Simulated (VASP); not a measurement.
The system is Cu2H3.

```
CELL_PARAMETERS angstrom
3.71372 0.00000 0.00000
0.00000 3.71372 0.00000
0.00000 0.00000 3.15539
ATOMIC_POSITIONS crystal
Cu 0.00000 0.50000 0.50000
Cu 0.50000 0.00000 0.50000
H 0.00000 0.50000 0.00000
H 0.50000 0.00000 0.00000
H 0.50000 0.50000 0.50000
```

The cell was generated, and may not be a known phase.

- Program: VASP 6.6.1
- Task: relaxation of cell and atoms
- Functional: PBE
- Potentials or basis: VASP PAW PBE potentials, release 64 (Cu, H)
- Cutoff: 600 eV
- k mesh: 6 × 6 × 6
- Occupations: gaussian, width 0.1 eV
- Spin: no spin polarisation

At the start: pressure 0.2 GPa; volume 8.70 Å³/atom.

**Question.** How do energy, volume and symmetry change on relaxing?

**Answer.** Over 4 steps the energy falls by 5.7 meV/atom and the volume is 8.62 Å³/atom (-0.9 %); space group P4/mmm (No. 123, to 0.1 Å) before and after.

The path:
| step | energy change (eV) | largest force (eV/Å) | pressure (GPa) | volume (Å³) |
| --- | --- | --- | --- | --- |
| 1 | 0.0000 | 0.0000 | 0.16 | 43.52 |
| 2 | -0.0224 | 0.0000 | -0.80 | 43.56 |
| 3 | -0.0257 | 0.0000 | -1.25 | 43.58 |
| 4 | -0.0283 | 0.0000 | -0.45 | 43.12 |

Final structure:
```
Cu H
1.0
     3.65735    0.00000    0.00000
     0.00000    3.65735    0.00000
     0.00000    0.00000    3.22327
Cu H
2 3
Cartesian
  3.6573 1.8287 1.6116
  1.8287 0.0000 1.6116
  0.0000 1.8287 0.0000
  1.8287 0.0000 0.0000
  1.8287 1.8287 1.6116
```
